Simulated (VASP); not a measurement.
# Lu2Ge3 (P6/mmm) in VASP: single point with PBE

Aim: the single point of Lu2Ge3 with PBE.

Program: VASP 6.6.1. These are calculated values, not measurements. Logs are shortened: lines on timing, memory, paths and dates and some standing lists are left out, and cuts for length are marked.

**1. The cell of the first run**

It takes space group P6/mmm (No. 191, hexagonal). Conventional cell: a = 4.510 Å, b = 4.510 Å, c = 6.171 Å, α = 90.00°, β = 90.00°, γ = 120.00°. Within 3.4 Å of Lu (site symmetry -6m2) lie 3 Lu at 2.60 Å and 9 Ge at 2.60 to 3.25 Å. Ge (site symmetry 6mm) has 2 Ge at 1.95 to 2.28 Å within 2.6 Å. Within 2.7 Å of Ge (site symmetry 6/mmm) lie 2 Ge at 1.95 Å and 6 Lu at 2.60 Å.

The cell was built from a structure type or drawn by symmetry, and may not be a known phase.

**2. Single point, PBE**

File INCAR:

```
ALGO = Normal
EDIFF = 1E-7
ENCUT = 520
GGA = PE
ISIF = 2
ISMEAR = 0
LASPH = T
LCHARG = T
LELF = T
LREAL = F
LVHAR = T
LWAVE = F
NBANDS = 54
NELM = 100
PREC = Accurate
SIGMA = 0.1
```

File KPOINTS:

```
k-points
0
Gamma
  6 6 4
```

File POSCAR:

```
Lu2Ge3
1.0
    4.5096173000      0.0000000000      0.0000000000
   -2.2548086500      3.9054431400      0.0000000000
    0.0000000000      0.0000000000      6.1712731100
Lu Ge
2 3
Direct
    0.3333333300      0.6666666700      0.0000000000
    0.6666666700      0.3333333300      0.0000000000
    0.0000000000      0.0000000000      0.6844069600
    0.0000000000      0.0000000000      0.3155930400
    0.0000000000      0.0000000000      0.0000000000
```

Potentials or basis: VASP PAW PBE potentials, release 64 (Lu, Ge_d).

Run with:

```
> cat potpaw_PBE.64/Lu/POTCAR potpaw_PBE.64/Ge_d/POTCAR > POTCAR
> mpirun -np 1 vasp_std > vasp.out
```

OUTCAR:

```text
EDIFF = 1E-7
   ENCUT = 520
   GGA = PE
   ISIF = 2
   ISMEAR = 0
   LASPH = T
   LREAL = F
   NELM = 100
   PREC = Accurate

 ion  position               nearest neighbor table
   1  0.333  0.667  0.000-   2 2.60   5 2.60   2 2.60   5 2.60   5 2.60   2 2.60   4 3.25   3 3.25
                             3 3.25   4 3.25   3 3.25   4 3.25
   2  0.667  0.333  0.000-   1 2.60   5 2.60   1 2.60   5 2.60   5 2.60   1 2.60   4 3.25   3 3.25
                             4 3.25   3 3.25   4 3.25   3 3.25
   3  0.000  0.000  0.684-   5 1.95   4 2.28   1 3.25   2 3.25   1 3.25   2 3.25   2 3.25   1 3.25

   4  0.000  0.000  0.316-   5 1.95   3 2.28   1 3.25   2 3.25   1 3.25   2 3.25   2 3.25   1 3.25

   5  0.000  0.000  0.000-   3 1.95   4 1.95   1 2.60   2 2.60   1 2.60   2 2.60   2 2.60   1 2.60

  LATTYP: Found a hexagonal cell.
 ALAT       =     4.5096173000
 C/A-ratio  =     1.3684693621

  Lattice vectors:

 A1 = (   4.5096173000,   0.0000000000,   0.0000000000)
 A2 = (  -2.2548086500,   3.9054431400,   0.0000000000)
 A3 = (   0.0000000000,   0.0000000000,   6.1712731100)

Analysis of symmetry for initial positions (statically):
=====================================================================
 Subroutine PRICEL returns:
 Original cell was already a primitive cell.

 Routine SETGRP: Setting up the symmetry group for a
 hexagonal supercell.

 Subroutine GETGRP returns: Found 24 space group operations
 (whereof 24 operations were pure point group operations)
 out of a pool of 24 trial point group operations.

The static configuration has the point symmetry D_6h.

Analysis of symmetry for dynamics (positions and initial velocities):
=====================================================================
 Subroutine PRICEL returns:
 Original cell was already a primitive cell.

 Routine SETGRP: Setting up the symmetry group for a
 hexagonal supercell.

 Subroutine GETGRP returns: Found 24 space group operations
 (whereof 24 operations were pure point group operations)
 out of a pool of 24 trial point group operations.

The dynamic configuration has the point symmetry D_6h.

 Subroutine INISYM returns: Found 24 space group operations
 (whereof 24 operations are pure point group operations),
 and found     1 'primitive' translations

----------------------------------------------------------------------------------------

                                     Primitive cell

  volume of cell :     108.6888

  direct lattice vectors                    reciprocal lattice vectors
     4.509617300  0.000000000  0.000000000     0.221748307  0.128026445  0.000000000
    -2.254808650  3.905443140  0.000000000     0.000000000  0.256052889  0.000000000
     0.000000000  0.000000000  6.171273110     0.000000000  0.000000000  0.162041119

  length of vectors
     4.509617300  4.509617297  6.171273110     0.256052889  0.256052889  0.162041119

  position of ions in fractional coordinates (direct lattice)
     0.333333330  0.666666670  0.000000000
     0.666666670  0.333333330  0.000000000
     0.000000000  0.000000000  0.684406960
     0.000000000  0.000000000  0.315593040
     0.000000000  0.000000000  0.000000000

  ion indices of the primitive-cell ions
   primitive index   ion index
                 1           1
                 2           2
                 3           3
                 4           4
                 5           5

----------------------------------------------------------------------------------------

 KPOINTS: k-points

Automatic generation of k-mesh.
 Grid dimensions read from file:
 generate k-points for:    6    6    4

 Generating k-lattice:

  Cartesian coordinates                     Fractional coordinates (reciprocal lattice)
     0.036958051  0.021337741  0.000000000     0.166666667  0.000000000  0.000000000
     0.000000000  0.042675482  0.000000000     0.000000000  0.166666667  0.000000000
     0.000000000  0.000000000  0.040510280     0.000000000  0.000000000  0.250000000

  Length of vectors
     0.042675482  0.042675482  0.040510280

  Shift w.r.t. Gamma in fractional coordinates (k-lattice)
     0.000000000  0.000000000  0.000000000

 Subroutine IBZKPT returns following result:
 ===========================================

 Found     21 irreducible k-points:

 Following reciprocal coordinates:
            Coordinates               Weight
  0.000000  0.000000  0.000000      1.000000
  0.166667  0.000000  0.000000      6.000000
  0.333333  0.000000  0.000000      6.000000
  0.500000  0.000000  0.000000      3.000000
  0.166667  0.166667  0.000000      6.000000
  0.333333  0.166667  0.000000     12.000000
[... 13 lines left out ...]
  0.333333  0.166667  0.500000     12.000000
  0.333333  0.333333  0.500000      2.000000
   k-points           NKPTS =     21   k-points in BZ     NKDIM =     21   number of bands    NBANDS=     54
   number of dos      NEDOS =    301   number of ions     NIONS =      5
   total plane-waves  NPLWV =  62208
   dimension x,y,z NGX =    36 NGY =   36 NGZ =   48
   dimension x,y,z NGXF=    72 NGYF=   72 NGZF=   96
   ions per type =               2   3
   NGX,Y,Z   is equivalent  to a cutoff of  13.27, 13.27, 12.93 a.u.
   NGXF,Y,Z  is equivalent  to a cutoff of  26.54, 26.54, 25.86 a.u.
 SYSTEM =  unknown system
   PREC   = accura    normal or accurate (medium, high low for compatibility)
   ISTART =      0    job   : 0-new  1-cont  2-samecut
   ICHARG =      2    charge: 1-file 2-atom 10-const
   ISPIN  =      1    spin polarized calculation?
   LNONCOLLINEAR =      F non collinear calculations
   LSORBIT =      F    spin-orbit coupling
   LASPH  =      T    aspherical Exc in radial PAW
   ENCUT  =  520.0 eV  38.22 Ry    6.18 a.u.   8.38  8.38 11.47*2*pi/ulx,y,z
   NELM   =    100;   NELMIN=  2; NELMDL= -5     # of ELM steps
   EDIFF  = 0.1E-06   stopping-criterion for ELM
   LREAL  =      F    real-space projection
   EDIFFG = 0.1E-05   stopping-criterion for IOM
   NSW    =      0    number of steps for IOM
   IBRION =     -1    ionic relax: 0-MD 1-quasi-New 2-CG
   NFREE  =      0    steps in history (QN), initial steepest desc. (CG)
   ISIF   =      2    stress and relaxation
   ISYM   =      2    0-nonsym 1-usesym 2-fastsym
   POTIM  = 0.5000    time-step for ionic-motion
   TEBEG  =    0.0;   TEEND  =   0.0 temperature during run
   PSTRESS=    0.0 pullay stress
   NELECT =      92.0000    total number of electrons
   NUPDOWN=      -1.0000    fix difference up-down
   EMIN   =  10.00;   EMAX   =-10.00  energy-range for DOS
   EFERMI =   0.00;   METHOD = LEGACY
   ISMEAR =     0;   SIGMA  =   0.10  broadening in eV -4-tet -1-fermi 0-gaus
   EFERMI_NEDOS =   21; number of points for ismear=-14 and -15
   IALGO  =     38    algorithm
   IMIX   =      4    mixing-type and parameters
     AMIX     =   0.40;   BMIX     =  1.00
     AMIX_MAG =   1.60;   BMIX_MAG =  1.00
  volume/ion in A,a.u.               =      21.74       146.69
  Fermi-wavevector in a.u.,A,eV,Ry     =   1.548612  2.926452 32.629464  2.398198
  Thomas-Fermi vector in A             =   2.653537
   LORBIT       =      0    0 simple, 1 ext, 2 COOP (PROOUT), +10 PAW based schemes
   GGA     = PE    functional components
   LHFCALC =     F    Hartree Fock is set to
   AEXX    =    0.0000 exact exchange contribution
   IVDW    =     0    specifies the selected vdW correction
   LEPSILON=     F    determine dielectric tensor
   LRPA    =     F    only Hartree local field effects (RPA)
 non-spin polarized calculation
 Gauss-broadening in eV      SIGMA  =   0.10
  energy-cutoff  :      520.00
  volume of cell :      108.69
 maximum number of plane-waves:      2963
 NGX is ok and might be reduce to    36
   NGX = 17   NGY = 17   NGZ = 23

 number of electron      92.0000049 magnetization

 Free energy of the ion-electron system (eV)
  ---------------------------------------------------
  ext. energy  EPLUGINS =         0.00000000
  ---------------------------------------------------
  free energy    TOTEN  =       -13.59475433 eV

  energy without entropy =      -13.56954606  energy(sigma->0) =      -13.58215019

 E-fermi :   4.5477     XC(G=0): -10.6535

 val. band max:        4.5402372118   @ k =   0.3333   0.1667   0.0000
 cond. band min:       4.5735935857   @ k =   0.5000   0.0000   0.5000
 fundamental gap:      0.0333563740
 Fermi energy:         4.5477291357

 k-point     1 :       0.0000    0.0000    0.0000
  band No.  band energies     occupation
      1     -51.9974      2.00000
      2     -51.5493      2.00000
      3     -23.7613      2.00000
      4     -23.7613      2.00000
      5     -22.6958      2.00000
      6     -22.0865      2.00000
[... 46 lines left out ...]
     53       7.1380      0.00000
     54       8.4368      0.00000

 k-point     2 :       0.1667    0.0000    0.0000
  band No.  band energies     occupation
      1     -51.9717      2.00000
      2     -51.5766      2.00000
      3     -23.7974      2.00000
      4     -23.6680      2.00000
      5     -22.6648      2.00000
      6     -22.1239      2.00000
[... 46 lines left out ...]
     53       7.3737      0.00000
     54       8.0534      0.00000

 k-point     3 :       0.3333    0.0000    0.0000
  band No.  band energies     occupation
      1     -51.9048      2.00000
      2     -51.6465      2.00000
      3     -23.8651      2.00000
      4     -23.4899      2.00000
      5     -22.5826      2.00000
      6     -22.2543      2.00000
[... 46 lines left out ...]
     53       7.9612      0.00000
     54       8.4851      0.00000
[... 913 lines left out ...]
 k-point    20 :       0.3333    0.1667    0.5000
  band No.  band energies     occupation
      1     -51.8509      2.00000
      2     -51.7019      2.00000
      3     -23.9817      2.00000
      4     -23.2437      2.00000
      5     -22.5130      2.00000
      6     -22.4676      2.00000
[... 46 lines left out ...]
     53       8.1243      0.00000
     54       9.2475      0.00000

 k-point    21 :       0.3333    0.3333    0.5000
  band No.  band energies     occupation
      1     -51.7768      2.00000
      2     -51.7768      2.00000
      3     -24.0617      2.00000
      4     -22.8445      2.00000
      5     -22.8445      2.00000
      6     -22.4087      2.00000
[... 46 lines left out ...]
     53       7.3971      0.00000
     54      10.7350      0.00000

------------------------ aborting loop because EDIFF is reached ----------------------------------------

  FORCE on cell =-STRESS in cart. coord.  units (eV):
  Direction    XX          YY          ZZ          XY          YZ          ZX
  --------------------------------------------------------------------------------------
  -------------------------------------------------------------------------------------
  Total       17.3644981     17.3644981     46.2572158      0.0000000     -0.0000000      0.0000000
  in kB      255.9693960    255.9693956    681.8758325      0.0000000     -0.0000000      0.0000000
  external PRESSURE =     397.9382080 kB  Pullay stress =       0.0000000 kB

 VOLUME and BASIS-vectors are now :
 -----------------------------------------------------------------------------
  energy-cutoff  :      520.00
  volume of cell :      108.69
      direct lattice vectors                 reciprocal lattice vectors
     4.509617300  0.000000000  0.000000000     0.221748307  0.128026445  0.000000000
    -2.254808650  3.905443140  0.000000000     0.000000000  0.256052889  0.000000000
     0.000000000  0.000000000  6.171273110     0.000000000  0.000000000  0.162041119

 POSITION                                       TOTAL-FORCE (eV/Angst)
 -----------------------------------------------------------------------------------
     -0.00000      2.60363      0.00000        -0.000000      0.000000      0.000000
      2.25481      1.30181      0.00000         0.000000     -0.000000      0.000000
      0.00000      0.00000      4.22366         0.000000      0.000000     -8.548670
      0.00000      0.00000      1.94761        -0.000000      0.000000      8.548670
      0.00000      0.00000      0.00000        -0.000000      0.000000      0.000000
 -----------------------------------------------------------------------------------
    total drift:                                0.000000      0.000000     -0.000000

  FREE ENERGIE OF THE ION-ELECTRON SYSTEM (eV)
  ---------------------------------------------------
  free  energy   TOTEN  =       -13.5947543311 eV

  energy  without entropy=      -13.5695460558  energy(sigma->0) =      -13.58215019
```

Run time: 4.8 min. Hardware: 1 thread of Intel Xeon 8259CL, shared host; peak memory 0.3 GiB.

What came out:

```
Free energy            : -13.5948 eV
Pressure               : 39.8 GPa
Largest force          : 8.549 eV/Å
Band gap on the k mesh : zero (bands 46 and 47 overlap by 1.08 eV)
```

Forces in eV/Å, atoms in the order of the input:
```
Lu   0.000  0.000  0.000
Lu   0.000  0.000  0.000
Ge   0.000  0.000 -8.549
Ge   0.000  0.000  8.549
Ge   0.000  0.000  0.000
```

Stress tensor (GPa, compression positive):
```
25.60  0.00  0.00
 0.00 25.60  0.00
 0.00  0.00 68.19
```

Caveat: the cell stands under pressure; spin-orbit coupling is left out, which moves the levels of the heavy elements; forces of over 1 eV/Å act on the atoms, so gaps and moduli don't describe the material at rest.
